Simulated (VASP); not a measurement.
# SiC (I-4m2) in VASP: a series of runs

The runs below take SiC through single point, with PBE.

Everything below comes from runs of VASP 6.6.1. Logs are shortened: lines on timing, memory, paths and dates and some standing lists are left out, and cuts for length are marked.

## Step 1: The cell of the first run

The structure is tetragonal, space group I-4m2 (No. 119). Conventional cell: a = 3.174 Å, b = 3.174 Å, c = 4.161 Å, α = 90.00°, β = 90.00°, γ = 90.00°. Within 2.5 Å of Si (site symmetry -4m2) lie 4 C at 1.90 Å. Within 2.5 Å of C (site symmetry -4m2) lie 4 Si at 1.90 Å.

## Step 2: Single point, PBE (strain +0.025 along x and y, -0.050 along z)

File INCAR:

```
SYSTEM = SiC
  PREC = Accurate
  ENCUT = 520
  EDIFF = 1E-6
  ISMEAR = 0
  SIGMA = 0.05
  LREAL = .False.
  LASPH = .True.
  NELM = 100
  ALGO = Normal
  ISIF = 2
  LWAVE = .False.
  LCHARG = .True.
  GGA = PE
  LELF = .True.
  LVHAR = .True.
  NBANDS = 11
```

File KPOINTS:

```
Automatic mesh
0
Gamma
  10 10 10
  0 0 0
```

File POSCAR:

```
SiC
1.0
    0.0000000000      2.2446106974      2.0803708902
    2.2446106974      0.0000000000      2.0803708902
    2.2446106974      2.2446106974      0.0000000000
Si C
1 1
Direct
    0.0000000000      0.0000000000      0.0000000000
    0.7500000000      0.7500000000      0.7500000000
```

Potentials or basis: VASP PAW PBE potentials, release 64 (Si, C).

On the command line:

```bash
$ cat potpaw_PBE.64/Si/POTCAR potpaw_PBE.64/C/POTCAR > POTCAR
$ mpirun -np 1 vasp_std > vasp.out
```

OUTCAR:

```text
SYSTEM = SiC
   PREC = Accurate
   ENCUT = 520
   EDIFF = 1E-6
   ISMEAR = 0
   LREAL = .False.
   LASPH = .True.
   NELM = 100
   ISIF = 2
   GGA = PE

 ion  position               nearest neighbor table
   1  0.000  0.000  0.000-   2 1.90   2 1.90   2 1.90   2 1.90
   2  0.750  0.750  0.750-   1 1.90   1 1.90   1 1.90   1 1.90

  LATTYP: Found a body centered tetragonal cell.
 ALAT       =     3.1743588905
 C/A-ratio  =     1.3107345212

  Lattice vectors:

 A1 = (   0.0000000000,  -2.2446106974,  -2.0803708902)
 A2 = (   0.0000000000,   2.2446106974,  -2.0803708902)
 A3 = (   2.2446106974,   0.0000000000,   2.0803708902)

Analysis of symmetry for initial positions (statically):
=====================================================================
 Subroutine PRICEL returns:
 Original cell was already a primitive cell.

 Routine SETGRP: Setting up the symmetry group for a
 body centered tetragonal supercell.

 Subroutine GETGRP returns: Found  8 space group operations
 (whereof  8 operations were pure point group operations)
 out of a pool of 16 trial point group operations.

The static configuration has the point symmetry D_2d.

Analysis of symmetry for dynamics (positions and initial velocities):
=====================================================================
 Subroutine PRICEL returns:
 Original cell was already a primitive cell.

 Routine SETGRP: Setting up the symmetry group for a
 body centered tetragonal supercell.

 Subroutine GETGRP returns: Found  8 space group operations
 (whereof  8 operations were pure point group operations)
 out of a pool of 16 trial point group operations.

The dynamic configuration has the point symmetry D_2d.

 Subroutine INISYM returns: Found  8 space group operations
 (whereof  8 operations are pure point group operations),
 and found     1 'primitive' translations

----------------------------------------------------------------------------------------

                                     Primitive cell

  volume of cell :      20.9630

  direct lattice vectors                    reciprocal lattice vectors
     0.000000000  2.244610697  2.080370890    -0.222755777  0.222755777  0.240341759
     2.244610697  0.000000000  2.080370890     0.222755777 -0.222755777  0.240341759
     2.244610697  2.244610697  0.000000000     0.222755777  0.222755777 -0.240341759

  length of vectors
     3.060428111  3.060428111  3.174358891     0.396237850  0.396237850  0.396237850

  position of ions in fractional coordinates (direct lattice)
     0.000000000  0.000000000  0.000000000
     0.750000000  0.750000000  0.750000000

  ion indices of the primitive-cell ions
   primitive index   ion index
                 1           1
                 2           2

----------------------------------------------------------------------------------------

 KPOINTS: Automatic mesh

Automatic generation of k-mesh.
 Grid dimensions read from file:
 generate k-points for:   10   10   10

 Generating k-lattice:

  Cartesian coordinates                     Fractional coordinates (reciprocal lattice)
    -0.022275578  0.022275578  0.024034176     0.100000000  0.000000000  0.000000000
     0.022275578 -0.022275578  0.024034176     0.000000000  0.100000000  0.000000000
     0.022275578  0.022275578 -0.024034176     0.000000000  0.000000000  0.100000000

  Length of vectors
     0.039623785  0.039623785  0.039623785

  Shift w.r.t. Gamma in fractional coordinates (k-lattice)
     0.000000000  0.000000000  0.000000000

 Subroutine IBZKPT returns following result:
 ===========================================

 Found    102 irreducible k-points:

 Following reciprocal coordinates:
            Coordinates               Weight
  0.000000  0.000000  0.000000      1.000000
  0.100000  0.000000  0.000000      8.000000
  0.200000  0.000000  0.000000      8.000000
  0.300000  0.000000  0.000000      8.000000
  0.400000 -0.000000  0.000000      8.000000
  0.500000  0.000000  0.000000      4.000000
[... 16 lines left out ...]
  0.300000  0.300000  0.000000      2.000000
  0.400000  0.300000  0.000000      8.000000
 [... further k-points ...]
   k-points           NKPTS =    102   k-points in BZ     NKDIM =    102   number of bands    NBANDS=     11
   number of dos      NEDOS =    301   number of ions     NIONS =      2
   total plane-waves  NPLWV =  13824
   dimension x,y,z NGX =    24 NGY =   24 NGZ =   24
   dimension x,y,z NGXF=    48 NGYF=   48 NGZF=   48
   ions per type =               1   1
   NGX,Y,Z   is equivalent  to a cutoff of  13.04, 13.04, 12.57 a.u.
   NGXF,Y,Z  is equivalent  to a cutoff of  26.07, 26.07, 25.14 a.u.
 SYSTEM =  SiC
   PREC   = accura    normal or accurate (medium, high low for compatibility)
   ISTART =      0    job   : 0-new  1-cont  2-samecut
   ICHARG =      2    charge: 1-file 2-atom 10-const
   ISPIN  =      1    spin polarized calculation?
   LNONCOLLINEAR =      F non collinear calculations
   LSORBIT =      F    spin-orbit coupling
   LASPH  =      T    aspherical Exc in radial PAW
   ENCUT  =  520.0 eV  38.22 Ry    6.18 a.u.   5.69  5.69  5.90*2*pi/ulx,y,z
   NELM   =    100;   NELMIN=  2; NELMDL= -5     # of ELM steps
   EDIFF  = 0.1E-05   stopping-criterion for ELM
   LREAL  =      F    real-space projection
   EDIFFG = 0.1E-04   stopping-criterion for IOM
   NSW    =      0    number of steps for IOM
   IBRION =     -1    ionic relax: 0-MD 1-quasi-New 2-CG
   NFREE  =      0    steps in history (QN), initial steepest desc. (CG)
   ISIF   =      2    stress and relaxation
   ISYM   =      2    0-nonsym 1-usesym 2-fastsym
   POTIM  = 0.5000    time-step for ionic-motion
   TEBEG  =    0.0;   TEEND  =   0.0 temperature during run
   PSTRESS=    0.0 pullay stress
   NELECT =       8.0000    total number of electrons
   NUPDOWN=      -1.0000    fix difference up-down
   EMIN   =  10.00;   EMAX   =-10.00  energy-range for DOS
   EFERMI =   0.00;   METHOD = LEGACY
   ISMEAR =     0;   SIGMA  =   0.05  broadening in eV -4-tet -1-fermi 0-gaus
   EFERMI_NEDOS =   21; number of points for ismear=-14 and -15
   IALGO  =     38    algorithm
   IMIX   =      4    mixing-type and parameters
     AMIX     =   0.40;   BMIX     =  1.00
     AMIX_MAG =   1.60;   BMIX_MAG =  1.00
  volume/ion in A,a.u.               =      10.48        70.73
  Fermi-wavevector in a.u.,A,eV,Ry     =   1.187464  2.243982 19.185186  1.410071
  Thomas-Fermi vector in A             =   2.323615
   LORBIT       =      0    0 simple, 1 ext, 2 COOP (PROOUT), +10 PAW based schemes
   GGA     = PE    functional components
   LHFCALC =     F    Hartree Fock is set to
   AEXX    =    0.0000 exact exchange contribution
   IVDW    =     0    specifies the selected vdW correction
   LEPSILON=     F    determine dielectric tensor
   LRPA    =     F    only Hartree local field effects (RPA)
 non-spin polarized calculation
 Gauss-broadening in eV      SIGMA  =   0.05
  energy-cutoff  :      520.00
  volume of cell :       20.96
 maximum number of plane-waves:       588
   NGX = 11   NGY = 11   NGZ = 11

 number of electron       8.0000001 magnetization

 Free energy of the ion-electron system (eV)
  ---------------------------------------------------
  ext. energy  EPLUGINS =         0.00000000
  ---------------------------------------------------
  free energy    TOTEN  =       -15.00262493 eV

  energy without entropy =      -15.00262493  energy(sigma->0) =      -15.00262493

 E-fermi :   8.4901     XC(G=0): -11.3063

 val. band max:        8.2888119359   @ k =   0.0000   0.0000   0.0000
 cond. band min:       8.9294461542   @ k =   0.5000   0.5000   0.0000
 fundamental gap:      0.6406342183
 Fermi energy:         8.4901293971

 k-point     1 :       0.0000    0.0000    0.0000
  band No.  band energies     occupation
      1      -7.3312      2.00000
      2       7.8323      2.00000
      3       7.8323      2.00000
      4       8.2888      2.00000
      5      14.0219      0.00000
      6      15.0605      0.00000
      7      15.2870      0.00000
      8      15.2870      0.00000
      9      21.2819      0.00000
     10      23.1889      0.00000
     11      24.2151      0.00000

 k-point     2 :       0.1000    0.0000    0.0000
  band No.  band energies     occupation
      1      -7.1372      2.00000
      2       6.9494      2.00000
      3       7.6635      2.00000
      4       8.0643      2.00000
      5      14.2988      0.00000
      6      15.1773      0.00000
      7      15.4823      0.00000
      8      15.6691      0.00000
      9      20.5976      0.00000
     10      21.9080      0.00000
     11      24.4554      0.00000

 k-point     3 :       0.2000    0.0000    0.0000
  band No.  band energies     occupation
      1      -6.5638      2.00000
      2       4.8696      2.00000
      3       7.2770      2.00000
      4       7.8047      2.00000
      5      13.9361      0.00000
      6      15.6106      0.00000
      7      15.8493      0.00000
      8      16.7623      0.00000
      9      20.4274      0.00000
     10      20.9865      0.00000
     11      23.7785      0.00000

 k-point     4 :       0.3000    0.0000    0.0000
  band No.  band energies     occupation
      1      -5.6470      2.00000
      2       2.5794      2.00000
      3       6.8775      2.00000
      4       7.5607      2.00000
      5      13.4238      0.00000
      6      15.2299      0.00000
      7      16.1742      0.00000
      8      17.7414      0.00000
      9      21.3110      0.00000
     10      21.7262      0.00000
     11      23.4445      0.00000
[... 239 lines left out ...]
 k-point    22 :      -0.2000    0.2000    0.0000
  band No.  band energies     occupation
      1      -5.4287      2.00000
      2       3.4066      2.00000
      3       5.2027      2.00000
      4       6.9079      2.00000
      5      13.8281      0.00000
      6      15.9588      0.00000
      7      16.0805      0.00000
      8      17.5051      0.00000
      9      19.3196      0.00000
     10      22.6175      0.00000
     11      27.3409      0.00000

 k-point    23 :       0.3000    0.3000    0.0000
  band No.  band energies     occupation
      1      -4.8647      2.00000
      2       4.0490      2.00000
      3       5.2118      2.00000
      4       5.2118      2.00000
      5      10.9839      0.00000
      6      13.0697      0.00000
      7      19.1994      0.00000
      8      19.1994      0.00000
      9      21.0759      0.00000
     10      24.1657      0.00000
     11      29.3634      0.00000

 k-point    24 :       0.4000    0.3000    0.0000
  band No.  band energies     occupation
      1      -3.9528      2.00000
      2       2.6944      2.00000
      3       4.7085      2.00000
      4       4.9070      2.00000
      5      10.5783      0.00000
      6      12.8257      0.00000
      7      19.4702      0.00000
      8      19.4809      0.00000
      9      22.1584      0.00000
     10      25.4958      0.00000
     11      29.1878      0.00000

 [... further k-points ...]
[... 5 lines left out ...]
  --------------------------------------------------------------------------------------
  -------------------------------------------------------------------------------------
  Total       -0.7349613     -0.7349613      1.4398701      0.0000000      0.0000000     -0.0000000
  in kB      -56.1723005    -56.1723005    110.0477253      0.0000000      0.0000000     -0.0000000
  external PRESSURE =      -0.7656253 kB  Pullay stress =       0.0000000 kB

 VOLUME and BASIS-vectors are now :
 -----------------------------------------------------------------------------
  energy-cutoff  :      520.00
  volume of cell :       20.96
      direct lattice vectors                 reciprocal lattice vectors
     0.000000000  2.244610697  2.080370890    -0.222755777  0.222755777  0.240341759
     2.244610697  0.000000000  2.080370890     0.222755777 -0.222755777  0.240341759
     2.244610697  2.244610697  0.000000000     0.222755777  0.222755777 -0.240341759

 POSITION                                       TOTAL-FORCE (eV/Angst)
 -----------------------------------------------------------------------------------
      0.00000      0.00000      0.00000        -0.000000     -0.000000     -0.000000
      3.36692      3.36692      3.12056         0.000000      0.000000      0.000000
 -----------------------------------------------------------------------------------
    total drift:                               -0.000000     -0.000000      0.000000

  FREE ENERGIE OF THE ION-ELECTRON SYSTEM (eV)
  ---------------------------------------------------
  free  energy   TOTEN  =       -15.0026249295 eV

  energy  without entropy=      -15.0026249295  energy(sigma->0) =      -15.00262493
```

Wall time 6.8 s (1 thread of Intel Xeon 6975P-C (Granite Rapids), shared host); peak memory 0.14 GiB.

What came out:

```
Free energy            : -15.0026 eV
Pressure               : -0.1 GPa
Band gap on the k mesh : 0.64 eV, indirect (least direct gap 4.44 eV)
```

Levels at points of the mesh, in eV from the valence-band top:
```tsv
k point	band 1	band 2	band 3	band 4	band 5	band 6	band 7	band 8
(0.00, 0.00, 0.00)	-15.62	-0.46	-0.46	0.00	5.73	6.77	7.00	7.00
(0.50, 0.00, 0.00)	-12.09	-8.77	-1.79	-0.95	4.64	6.31	7.79	9.76
(0.50, 0.50, 0.00)	-10.27	-7.44	-3.99	-3.99	0.64	3.08	13.34	13.34
(0.50, 0.00, 0.50)	-10.84	-8.38	-3.23	-3.13	1.32	4.41	12.49	13.73
```

Caveat: the cell differs from its parent crystal (strain +0.025 along x and y, -0.050 along z).

[end of part 1 of 2]
